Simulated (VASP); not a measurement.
# C (P6_3mc) in VASP: single point with PBE

Aim: the single point of C with PBE.

All numbers are computed with VASP 6.6.1; they aren't measurements. Logs are shortened: lines on timing, memory, paths and dates and some standing lists are left out, and cuts for length are marked.

## 1. The cell of the first run

Symmetry: P6_3mc, No. 186, hexagonal system. Conventional cell: a = 3.116 Å, b = 3.116 Å, c = 8.328 Å, α = 90.00°, β = 90.00°, γ = 120.00°. Within 2.4 Å of C (site symmetry 3m) lie 3 C at 1.80 Å. Within 2.4 Å of C (site symmetry 3m) lie 3 C at 1.80 Å.

## 2. Single point, PBE (Ge replaced by C, lengths x 0.780, strained)

File INCAR:

```
PREC = Accurate
ENCUT = 520
EDIFF = 1E-6
ISMEAR = 0
SIGMA = 0.1
LREAL = F
LASPH = T
NELM = 80
ALGO = Normal
ISIF = 2
LWAVE = F
LCHARG = F
GGA = PE
NBANDS = 16
```

File KPOINTS:

```
Automatic mesh
0
Gamma
  15 15 6
```

File POSCAR:

```
C
1.0
    3.1159381366      0.0000000000      0.0000000000
   -1.5579690683      2.6984815829      0.0000000000
    0.0000000000      0.0000000000      8.3284654408
C
4
Direct
    0.0000000000      0.0000000000      0.9547109979
    0.0000000000      0.0000000000      0.4547109979
    0.3333333300      0.6666666700      0.9375890021
    0.6666666700      0.3333333300      0.4375890021
```

Potentials or basis: VASP PAW PBE potentials, release 64 (C).

Command:

```bash
$ cat potpaw_PBE.64/C/POTCAR > POTCAR
$ mpirun -np 1 vasp_std > vasp.out
```

OUTCAR:

```text
PREC = Accurate
   ENCUT = 520
   EDIFF = 1E-6
   ISMEAR = 0
   LREAL = F
   LASPH = T
   NELM = 80
   ISIF = 2
   GGA = PE

 ion  position               nearest neighbor table
   1  0.000  0.000  0.955-   3 1.80   3 1.80   3 1.80
   2  0.000  0.000  0.455-   4 1.80   4 1.80   4 1.80
   3  0.333  0.667  0.938-   1 1.80   1 1.80   1 1.80
   4  0.667  0.333  0.438-   2 1.80   2 1.80   2 1.80

  LATTYP: Found a hexagonal cell.
 ALAT       =     3.1159381366
 C/A-ratio  =     2.6728596897

  Lattice vectors:

 A1 = (   3.1159381366,   0.0000000000,   0.0000000000)
 A2 = (  -1.5579690683,   2.6984815829,   0.0000000000)
 A3 = (   0.0000000000,   0.0000000000,   8.3284654408)

Analysis of symmetry for initial positions (statically):
=====================================================================
 Subroutine PRICEL returns:
 Original cell was already a primitive cell.

 Routine SETGRP: Setting up the symmetry group for a
 hexagonal supercell.

 Subroutine GETGRP returns: Found 12 space group operations
 (whereof  6 operations were pure point group operations)
 out of a pool of 24 trial point group operations.

The static configuration has the point symmetry C_3v.
 The point group associated with its full space group is C_6v.

Analysis of symmetry for dynamics (positions and initial velocities):
=====================================================================
 Subroutine PRICEL returns:
 Original cell was already a primitive cell.

 Routine SETGRP: Setting up the symmetry group for a
 hexagonal supercell.

 Subroutine GETGRP returns: Found 12 space group operations
 (whereof  6 operations were pure point group operations)
 out of a pool of 24 trial point group operations.

The dynamic configuration has the point symmetry C_3v.
 The point group associated with its full space group is C_6v.

 Subroutine INISYM returns: Found 12 space group operations
 (whereof  6 operations are pure point group operations),
 and found     1 'primitive' translations

----------------------------------------------------------------------------------------

                                     Primitive cell

  volume of cell :      70.0282

  direct lattice vectors                    reciprocal lattice vectors
     3.115938137  0.000000000  0.000000000     0.320930633  0.185289388  0.000000000
    -1.557969068  2.698481583  0.000000000     0.000000000  0.370578775  0.000000000
     0.000000000  0.000000000  8.328465441     0.000000000  0.000000000  0.120070139

  length of vectors
     3.115938137  3.115938137  8.328465441     0.370578775  0.370578775  0.120070139

  position of ions in fractional coordinates (direct lattice)
     0.000000000  0.000000000  0.954710998
     0.000000000  0.000000000  0.454710998
     0.333333330  0.666666670  0.937589002
     0.666666670  0.333333330  0.437589002

  ion indices of the primitive-cell ions
   primitive index   ion index
                 1           1
                 2           2
                 3           3
                 4           4

----------------------------------------------------------------------------------------

 KPOINTS: Automatic mesh

Automatic generation of k-mesh.
 Grid dimensions read from file:
 generate k-points for:   15   15    6

 Generating k-lattice:

  Cartesian coordinates                     Fractional coordinates (reciprocal lattice)
     0.021395376  0.012352626  0.000000000     0.066666667  0.000000000  0.000000000
     0.000000000  0.024705252  0.000000000     0.000000000  0.066666667  0.000000000
     0.000000000  0.000000000  0.020011690     0.000000000  0.000000000  0.166666667

  Length of vectors
     0.024705252  0.024705252  0.020011690

  Shift w.r.t. Gamma in fractional coordinates (k-lattice)
     0.000000000  0.000000000  0.000000000

 Subroutine IBZKPT returns following result:
 ===========================================

 Found    108 irreducible k-points:

 Following reciprocal coordinates:
            Coordinates               Weight
  0.000000  0.000000  0.000000      1.000000
  0.066667 -0.000000  0.000000      6.000000
  0.133333 -0.000000  0.000000      6.000000
  0.200000 -0.000000  0.000000      6.000000
  0.266667 -0.000000  0.000000      6.000000
  0.333333  0.000000  0.000000      6.000000
[... 16 lines left out ...]
  0.333333  0.200000  0.000000     12.000000
  0.400000  0.200000  0.000000      6.000000
 [... further k-points ...]
   k-points           NKPTS =    108   k-points in BZ     NKDIM =    108   number of bands    NBANDS=     16
   number of dos      NEDOS =    301   number of ions     NIONS =      4
   total plane-waves  NPLWV =  36864
   dimension x,y,z NGX =    24 NGY =   24 NGZ =   64
   dimension x,y,z NGXF=    48 NGYF=   48 NGZF=  128
   ions per type =               4
   NGX,Y,Z   is equivalent  to a cutoff of  12.80, 12.80, 12.78 a.u.
   NGXF,Y,Z  is equivalent  to a cutoff of  25.61, 25.61, 25.55 a.u.
 SYSTEM =  unknown system
   PREC   = accura    normal or accurate (medium, high low for compatibility)
   ISTART =      0    job   : 0-new  1-cont  2-samecut
   ICHARG =      2    charge: 1-file 2-atom 10-const
   ISPIN  =      1    spin polarized calculation?
   LNONCOLLINEAR =      F non collinear calculations
   LSORBIT =      F    spin-orbit coupling
   LASPH  =      T    aspherical Exc in radial PAW
   ENCUT  =  520.0 eV  38.22 Ry    6.18 a.u.   5.79  5.79 15.49*2*pi/ulx,y,z
   NELM   =     80;   NELMIN=  2; NELMDL= -5     # of ELM steps
   EDIFF  = 0.1E-05   stopping-criterion for ELM
   LREAL  =      F    real-space projection
   EDIFFG = 0.1E-04   stopping-criterion for IOM
   NSW    =      0    number of steps for IOM
   IBRION =     -1    ionic relax: 0-MD 1-quasi-New 2-CG
   NFREE  =      0    steps in history (QN), initial steepest desc. (CG)
   ISIF   =      2    stress and relaxation
   ISYM   =      2    0-nonsym 1-usesym 2-fastsym
   POTIM  = 0.5000    time-step for ionic-motion
   TEBEG  =    0.0;   TEEND  =   0.0 temperature during run
   PSTRESS=    0.0 pullay stress
   NELECT =      16.0000    total number of electrons
   NUPDOWN=      -1.0000    fix difference up-down
   EMIN   =  10.00;   EMAX   =-10.00  energy-range for DOS
   EFERMI =   0.00;   METHOD = LEGACY
   ISMEAR =     0;   SIGMA  =   0.10  broadening in eV -4-tet -1-fermi 0-gaus
   EFERMI_NEDOS =   21; number of points for ismear=-14 and -15
   IALGO  =     38    algorithm
   IMIX   =      4    mixing-type and parameters
     AMIX     =   0.40;   BMIX     =  1.00
     AMIX_MAG =   1.60;   BMIX_MAG =  1.00
  volume/ion in A,a.u.               =      17.51       118.14
  Fermi-wavevector in a.u.,A,eV,Ry     =   1.000823  1.891280 13.628217  1.001646
  Thomas-Fermi vector in A             =   2.133204
   LORBIT       =      0    0 simple, 1 ext, 2 COOP (PROOUT), +10 PAW based schemes
   GGA     = PE    functional components
   LHFCALC =     F    Hartree Fock is set to
   AEXX    =    0.0000 exact exchange contribution
   IVDW    =     0    specifies the selected vdW correction
   LEPSILON=     F    determine dielectric tensor
   LRPA    =     F    only Hartree local field effects (RPA)
 non-spin polarized calculation
 Gauss-broadening in eV      SIGMA  =   0.10
  energy-cutoff  :      520.00
  volume of cell :       70.03
 maximum number of plane-waves:      1901
 NGX is ok and might be reduce to    24
   NGX = 11   NGY = 11   NGZ = 31

 number of electron      16.0000000 magnetization

 Free energy of the ion-electron system (eV)
  ---------------------------------------------------
  ext. energy  EPLUGINS =         0.00000000
  ---------------------------------------------------
  free energy    TOTEN  =       -26.88433255 eV

  energy without entropy =      -26.88305969  energy(sigma->0) =      -26.88369612

 E-fermi :  -0.2621     XC(G=0):  -7.6830

 val. band max:       -0.2626333740   @ k =   0.3333   0.3333   0.1667
 cond. band min:      -0.2603900256   @ k =   0.3333   0.3333   0.3333
 fundamental gap:      0.0022433484
 Fermi energy:        -0.2621236617

 k-point     1 :       0.0000    0.0000    0.0000
  band No.  band energies     occupation
      1     -14.8352      2.00000
      2     -14.7636      2.00000
      3      -4.4975      2.00000
      4      -3.7273      2.00000
      5      -2.8965      2.00000
      6      -2.8965      2.00000
[... 8 lines left out ...]
     15       4.4331      0.00000
     16       4.6717      0.00000

 k-point     2 :       0.0667   -0.0000    0.0000
  band No.  band energies     occupation
      1     -14.7692      2.00000
      2     -14.6980      2.00000
      3      -4.4325      2.00000
      4      -3.6876      2.00000
      5      -3.3799      2.00000
      6      -3.3676      2.00000
[... 8 lines left out ...]
     15       4.6224      0.00000
     16       4.6385      0.00000

 k-point     3 :       0.1333   -0.0000    0.0000
  band No.  band energies     occupation
      1     -14.5722      2.00000
      2     -14.5022      2.00000
      3      -4.5007      2.00000
      4      -4.4721      2.00000
      5      -4.1590      2.00000
      6      -3.4493      2.00000
[... 8 lines left out ...]
     15       5.1902      0.00000
     16       5.2055      0.00000

 k-point     4 :       0.2000   -0.0000    0.0000
  band No.  band energies     occupation
      1     -14.2473      2.00000
      2     -14.1795      2.00000
      3      -5.6817      2.00000
      4      -5.6603      2.00000
      5      -3.8626      2.00000
      6      -3.6195      2.00000
[... 8 lines left out ...]
     15       5.9983      0.00000
     16       6.0073      0.00000
[... 324 lines left out ...]
 k-point    22 :       0.2667    0.2000    0.0000
  band No.  band energies     occupation
      1     -12.5333      2.00000
      2     -12.4793      2.00000
      3      -8.8577      2.00000
      4      -8.8346      2.00000
      5      -5.5290      2.00000
      6      -5.5147      2.00000
[... 8 lines left out ...]
     15       7.9634      0.00000
     16       9.0567      0.00000

 k-point    23 :       0.3333    0.2000    0.0000
  band No.  band energies     occupation
      1     -11.9138      2.00000
      2     -11.8695      2.00000
      3      -9.6564      2.00000
      4      -9.6321      2.00000
      5      -5.8090      2.00000
      6      -5.7921      2.00000
[... 8 lines left out ...]
     15       8.8639      0.00000
     16       9.2332      0.00000

 k-point    24 :       0.4000    0.2000    0.0000
  band No.  band energies     occupation
      1     -11.5450      2.00000
      2     -11.5184      2.00000
      3     -10.0707      2.00000
      4     -10.0659      2.00000
      5      -5.9029      2.00000
      6      -5.8849      2.00000
[... 8 lines left out ...]
     15       9.2999      0.00000
     16       9.5568      0.00000

 [... further k-points ...]
[... 5 lines left out ...]
  --------------------------------------------------------------------------------------
  -------------------------------------------------------------------------------------
  Total      -31.8785563    -31.8785563     -0.2495038      0.0000000      0.0000000      0.0000000
  in kB     -729.3499455   -729.3499455     -5.7084008      0.0000000      0.0000000      0.0000000
  external PRESSURE =    -488.1360973 kB  Pullay stress =       0.0000000 kB

 VOLUME and BASIS-vectors are now :
 -----------------------------------------------------------------------------
  energy-cutoff  :      520.00
  volume of cell :       70.03
      direct lattice vectors                 reciprocal lattice vectors
     3.115938137  0.000000000  0.000000000     0.320930633  0.185289388  0.000000000
    -1.557969068  2.698481583  0.000000000     0.000000000  0.370578775  0.000000000
     0.000000000  0.000000000  8.328465441     0.000000000  0.000000000  0.120070139

 POSITION                                       TOTAL-FORCE (eV/Angst)
 -----------------------------------------------------------------------------------
      0.00000      0.00000      7.95128        -0.000000     -0.000000     -1.019843
      0.00000      0.00000      3.78704        -0.000000      0.000000     -1.019843
     -0.00000      1.79899      7.80868        -0.000000      0.000000      1.019843
      1.55797      0.89949      3.64444         0.000000      0.000000      1.019843
 -----------------------------------------------------------------------------------
    total drift:                                0.000000      0.000000      0.000102

  FREE ENERGIE OF THE ION-ELECTRON SYSTEM (eV)
  ---------------------------------------------------
  free  energy   TOTEN  =       -26.8843325504 eV

  energy  without entropy=      -26.8830596858  energy(sigma->0) =      -26.88369612
```

It took 2.5 min on 1 thread of Intel Xeon 8259CL, shared host; peak memory 0.23 GiB.

Results:

| Quantity | Value |
| --- | --- |
| Free energy | -26.8843 eV |
| Pressure | -48.8 GPa |
| Largest force | 1.020 eV/Å |
| Band gap on the k mesh | zero (filled and empty bands overlap) |

Forces in eV/Å, atoms in the order of the input:
```
C    0.000  0.000 -1.020
C    0.000  0.000 -1.020
C    0.000  0.000  1.020
C    0.000  0.000  1.020
```

Caveat: the cell differs from its parent crystal (Ge replaced by C, lengths x 0.780, strained); this functional lacks dispersion, which binds the layers, so the pressure and a relaxed spacing across them are unreliable; forces of over 1 eV/Å act on the atoms, so gaps and moduli don't describe the material at rest.
